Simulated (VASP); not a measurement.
# H2 in VASP: further runs

Runs on H2. Level: PBEsol. Tasks: single point, relaxation of the atoms.

Everything below comes from runs of VASP 6.6.1. Logs are shortened: lines on timing, memory, paths and dates and some standing lists are left out, and cuts for length are marked.

### 1 The cell of the first run

The cell holds a molecule in a box, 2 atoms: a = 9.000 Å, b = 9.500 Å, c = 10.000 Å, α = 90.00°, β = 90.00°, γ = 90.00°.

### 2 Single point, PBEsol

The input, INCAR:

```
SYSTEM = H
PREC = Accurate ; ENCUT = 400
EDIFF = 1E-6 ; ISMEAR = 1
SIGMA = 0.05 ; LREAL = .FALSE.
LASPH = .TRUE. ; NELM = 120
ALGO = Normal ; ISIF = 2
LWAVE = .FALSE. ; LCHARG = .FALSE.
GGA = PS ; NBANDS = 8
GGA_COMPAT = .FALSE. ; NELMDL = -8
```

The input, KPOINTS:

```
regular mesh
0
G
  1 1 1
  0 0 0
```

The input, POSCAR:

```
H
1.0
    9.0000000000      0.0000000000      0.0000000000
    0.0000000000      9.5000000000      0.0000000000
    0.0000000000      0.0000000000     10.0000000000
H
2
Direct
    0.5000000000      0.5000000000      0.4621597883
    0.5000000000      0.5000000000      0.5378402117
```

Potentials or basis: VASP PAW PBE potentials, release 64 (H).

The run is started by

```sh
> cat potpaw_PBE.64/H/POTCAR > POTCAR
> mpirun -np 1 vasp_gam > vasp.out
```

OUTCAR:

```text
SYSTEM = H
   PREC = Accurate
   ENCUT = 400
   EDIFF = 1E-6
   ISMEAR = 1
   LREAL = .FALSE.
   LASPH = .TRUE.
   NELM = 120
   ISIF = 2
   GGA = PS
   NELMDL = -8

 ion  position               nearest neighbor table
   1  0.500  0.500  0.462-   2 0.76
   2  0.500  0.500  0.538-   1 0.76

  LATTYP: Found a simple orthorhombic cell.
 ALAT       =     9.0000000000
 B/A-ratio  =     1.0555555556
 C/A-ratio  =     1.1111111111

  Lattice vectors:

 A1 = (   9.0000000000,   0.0000000000,   0.0000000000)
 A2 = (   0.0000000000,   9.5000000000,   0.0000000000)
 A3 = (   0.0000000000,   0.0000000000,  10.0000000000)

Analysis of symmetry for initial positions (statically):
=====================================================================
 Subroutine PRICEL returns:
 Original cell was already a primitive cell.

 Routine SETGRP: Setting up the symmetry group for a
 simple orthorhombic supercell.

 Subroutine GETGRP returns: Found  8 space group operations
 (whereof  8 operations were pure point group operations)
 out of a pool of  8 trial point group operations.

The static configuration has the point symmetry D_2h.

Analysis of symmetry for dynamics (positions and initial velocities):
=====================================================================
 Subroutine PRICEL returns:
 Original cell was already a primitive cell.

 Routine SETGRP: Setting up the symmetry group for a
 simple orthorhombic supercell.

 Subroutine GETGRP returns: Found  8 space group operations
 (whereof  8 operations were pure point group operations)
 out of a pool of  8 trial point group operations.

The dynamic configuration has the point symmetry D_2h.

 Subroutine INISYM returns: Found  8 space group operations
 (whereof  8 operations are pure point group operations),
 and found     1 'primitive' translations

----------------------------------------------------------------------------------------

                                     Primitive cell

  volume of cell :     855.0000

  direct lattice vectors                    reciprocal lattice vectors
     9.000000000  0.000000000  0.000000000     0.111111111  0.000000000  0.000000000
     0.000000000  9.500000000  0.000000000     0.000000000  0.105263158  0.000000000
     0.000000000  0.000000000 10.000000000     0.000000000  0.000000000  0.100000000

  length of vectors
     9.000000000  9.500000000 10.000000000     0.111111111  0.105263158  0.100000000

  position of ions in fractional coordinates (direct lattice)
     0.500000000  0.500000000  0.462159788
     0.500000000  0.500000000  0.537840212

  ion indices of the primitive-cell ions
   primitive index   ion index
                 1           1
                 2           2

----------------------------------------------------------------------------------------

 KPOINTS: regular mesh

Automatic generation of k-mesh.
 Grid dimensions read from file:
 generate k-points for:    1    1    1

 Generating k-lattice:

  Cartesian coordinates                     Fractional coordinates (reciprocal lattice)
     0.111111111  0.000000000  0.000000000     1.000000000  0.000000000  0.000000000
     0.000000000  0.105263158  0.000000000     0.000000000  1.000000000  0.000000000
     0.000000000  0.000000000  0.100000000     0.000000000  0.000000000  1.000000000

  Length of vectors
     0.111111111  0.105263158  0.100000000

  Shift w.r.t. Gamma in fractional coordinates (k-lattice)
     0.000000000  0.000000000  0.000000000

 Subroutine IBZKPT returns following result:
 ===========================================

 Found      1 irreducible k-points:

 Following reciprocal coordinates:
            Coordinates               Weight
  0.000000  0.000000  0.000000      1.000000
   k-points           NKPTS =      1   k-points in BZ     NKDIM =      1   number of bands    NBANDS=      8
   number of dos      NEDOS =    301   number of ions     NIONS =      2
   total plane-waves  NPLWV = 268800
   dimension x,y,z NGX =    60 NGY =   64 NGZ =   70
   dimension x,y,z NGXF=   120 NGYF=  128 NGZF=  140
   ions per type =               2
   NGX,Y,Z   is equivalent  to a cutoff of  11.08, 11.20, 11.64 a.u.
   NGXF,Y,Z  is equivalent  to a cutoff of  22.17, 22.40, 23.27 a.u.
 SYSTEM =  H
   PREC   = accura    normal or accurate (medium, high low for compatibility)
   ISTART =      0    job   : 0-new  1-cont  2-samecut
   ICHARG =      2    charge: 1-file 2-atom 10-const
   ISPIN  =      1    spin polarized calculation?
   LNONCOLLINEAR =      F non collinear calculations
   LSORBIT =      F    spin-orbit coupling
   LASPH  =      T    aspherical Exc in radial PAW
   ENCUT  =  400.0 eV  29.40 Ry    5.42 a.u.  14.68 15.49 16.31*2*pi/ulx,y,z
   NELM   =    120;   NELMIN=  2; NELMDL= -8     # of ELM steps
   EDIFF  = 0.1E-05   stopping-criterion for ELM
   LREAL  =      F    real-space projection
   EDIFFG = 0.1E-04   stopping-criterion for IOM
   NSW    =      0    number of steps for IOM
   IBRION =     -1    ionic relax: 0-MD 1-quasi-New 2-CG
   NFREE  =      0    steps in history (QN), initial steepest desc. (CG)
   ISIF   =      2    stress and relaxation
   ISYM   =      2    0-nonsym 1-usesym 2-fastsym
   POTIM  = 0.5000    time-step for ionic-motion
   TEBEG  =    0.0;   TEEND  =   0.0 temperature during run
   PSTRESS=    0.0 pullay stress
   NELECT =       2.0000    total number of electrons
   NUPDOWN=      -1.0000    fix difference up-down
   EMIN   =  10.00;   EMAX   =-10.00  energy-range for DOS
   EFERMI =   0.00;   METHOD = LEGACY
   ISMEAR =     1;   SIGMA  =   0.05  broadening in eV -4-tet -1-fermi 0-gaus
   EFERMI_NEDOS =   21; number of points for ismear=-14 and -15
   IALGO  =     38    algorithm
   IMIX   =      4    mixing-type and parameters
     AMIX     =   0.40;   BMIX     =  1.00
     AMIX_MAG =   1.60;   BMIX_MAG =  1.00
  volume/ion in A,a.u.               =     427.50      2884.91
  Fermi-wavevector in a.u.,A,eV,Ry     =   0.217318  0.410672  0.642565  0.047227
  Thomas-Fermi vector in A             =   0.994036
   LORBIT       =      0    0 simple, 1 ext, 2 COOP (PROOUT), +10 PAW based schemes
   GGA     = PS    functional components
   LHFCALC =     F    Hartree Fock is set to
   AEXX    =    0.0000 exact exchange contribution
   IVDW    =     0    specifies the selected vdW correction
   LEPSILON=     F    determine dielectric tensor
   LRPA    =     F    only Hartree local field effects (RPA)
 non-spin polarized calculation
 Methfessel and Paxton  Order N= 1 SIGMA  =   0.05
  energy-cutoff  :      400.00
  volume of cell :      855.00
 maximum number of plane-waves:      7758
 NGX is ok and might be reduce to    60
   NGX = 29   NGY = 31   NGZ = 33

 number of electron       1.9999998 magnetization

 Free energy of the ion-electron system (eV)
  ---------------------------------------------------
  ext. energy  EPLUGINS =         0.00000000
  ---------------------------------------------------
  free energy    TOTEN  =        -6.50057425 eV

  energy without entropy =       -6.50347321  energy(sigma->0) =       -6.50154057

 E-fermi : -10.0657     XC(G=0):  -0.4281

 val. band max:      -10.1077794576   @ k =   0.0000   0.0000   0.0000
 cond. band min:      -0.1689715612   @ k =   0.0000   0.0000   0.0000
 fundamental gap:      9.9388078964
 Fermi energy:       -10.0656853468

 k-point     1 :       0.0000    0.0000    0.0000
  band No.  band energies     occupation
      1     -10.1078      2.00000
      2      -0.1690      0.00000
      3       0.4287      0.00000
      4       1.0753      0.00000
      5       1.2082      0.00000
      6       1.3626      0.00000
      7       1.5294      0.00000
      8       1.7251      0.00000

------------------------ aborting loop because EDIFF is reached ----------------------------------------

  FORCE on cell =-STRESS in cart. coord.  units (eV):
  Direction    XX          YY          ZZ          XY          YZ          ZX
  --------------------------------------------------------------------------------------
  -------------------------------------------------------------------------------------
  Total       -0.1133218     -0.1108803     -0.0869449      0.0000000      0.0000000      0.0000000
  in kB       -0.2123528     -0.2077776     -0.1629253      0.0000000      0.0000000      0.0000000
  external PRESSURE =      -0.1943519 kB  Pullay stress =       0.0000000 kB

 VOLUME and BASIS-vectors are now :
 -----------------------------------------------------------------------------
  energy-cutoff  :      400.00
  volume of cell :      855.00
      direct lattice vectors                 reciprocal lattice vectors
     9.000000000  0.000000000  0.000000000     0.111111111  0.000000000  0.000000000
     0.000000000  9.500000000  0.000000000     0.000000000  0.105263158  0.000000000
     0.000000000  0.000000000 10.000000000     0.000000000  0.000000000  0.100000000

 POSITION                                       TOTAL-FORCE (eV/Angst)
 -----------------------------------------------------------------------------------
      4.50000      4.75000      4.62160         0.000000      0.000000     -0.077106
      4.50000      4.75000      5.37840         0.000000     -0.000000      0.077106
 -----------------------------------------------------------------------------------
    total drift:                                0.000000      0.000000      0.000000

  FREE ENERGIE OF THE ION-ELECTRON SYSTEM (eV)
  ---------------------------------------------------
  free  energy   TOTEN  =        -6.5005742538 eV

  energy  without entropy=       -6.5034732065  energy(sigma->0) =       -6.50154057
```

Wall time 37 s (1 thread of Intel Xeon 8259CL, shared host); peak memory 0.51 GiB.

What came out:

```yaml
Free_energy: -6.5006 eV
Largest_force: 0.077 eV/Å
Gap_between_the_frontier_levels: 9.94 eV
```

Forces in eV/Å, atoms in the order of the input:
```
H    0.000  0.000 -0.077
H    0.000  0.000  0.077
```

Levels at points of the mesh, in eV from the valence-band top:
| k point | band 1 | band 2 | band 3 | band 4 | band 5 | band 6 |
| --- | --- | --- | --- | --- | --- | --- |
| (0.00, 0.00, 0.00) | 0.00 | 9.94 | 10.54 | 11.18 | 11.32 | 11.47 |

Caveat: the PAW data sets were made with another functional, which shifts forces and pressure a little.

### 3 Relaxation of the atoms, PBEsol

The input, INCAR:

```
PREC     = Accurate       # precision mode
ENCUT    = 450            # plane-wave cutoff, eV
EDIFF    = 1E-7           # SCF threshold, eV
ISMEAR   = 1              # smearing method
SIGMA    = 0.05           # smearing width, eV
LREAL    = False          # projectors in reciprocal space
LASPH    = True           # aspherical terms in the spheres
NELM     = 120            # most SCF steps
ALGO     = Normal         # electronic algorithm
ISIF     = 2              # what is computed and relaxed
LWAVE    = False          # write WAVECAR
LCHARG   = False          # write CHGCAR
GGA      = PS             # functional
IBRION   = 2              # ionic algorithm
NSW      = 60             # ionic steps
EDIFFG   = -0.03          # ionic threshold
GGA_COMPAT= False        
NELMIN   = 4            
NELMDL   = -8
```

The input, KPOINTS:

```
regular mesh
0
Gamma
  1 1 1
```

The input, POSCAR:

```
H
1.0
    9.0000000000      0.0000000000      0.0000000000
    0.0000000000      9.5000000000      0.0000000000
    0.0000000000      0.0000000000     10.0000000000
H
2
Direct
    0.5000000000      0.5000000000      0.4625000000
    0.5000000000      0.5000000000      0.5375000000
```

Potentials or basis: VASP PAW PBE potentials, release 64 (H).

The run is started by

```sh
> cat potpaw_PBE.64/H/POTCAR > POTCAR
> mpirun -np 1 vasp_gam > vasp.out
```

It took 2.3 min on 1 thread of Intel Xeon 8259CL, shared host; peak memory 0.62 GiB.

Results (log left out):

| Property | Result |
| --- | --- |
| Free energy | -6.5070 eV |
| Energy gained by relaxing | 0.6 meV/atom |
| Ionic steps | 3 |
| Gap between the frontier levels | 9.94 eV |

Step by step:
```tsv
step	energy change (eV)	largest force (eV/Å)	pressure (GPa)
1	0.0000	0.2979	0.00
2	0.0050	0.6211	-0.04
3	-0.0013	0.0002	-0.01
```

Final structure:
```
H
1.0
     9.00000    0.00000    0.00000
     0.00000    9.50000    0.00000
     0.00000    0.00000   10.00000
H
2
Direct
  0.50000 0.50000 0.46206
  0.50000 0.50000 0.53794
```

Levels at points of the mesh, in eV from the valence-band top:
```tsv
k point	band 1	band 2	band 3	band 4	band 5
(0.00, 0.00, 0.00)	0.00	9.94	10.52	11.18	11.31
```

Caveat: the PAW data sets were made with another functional, which shifts forces and pressure a little.
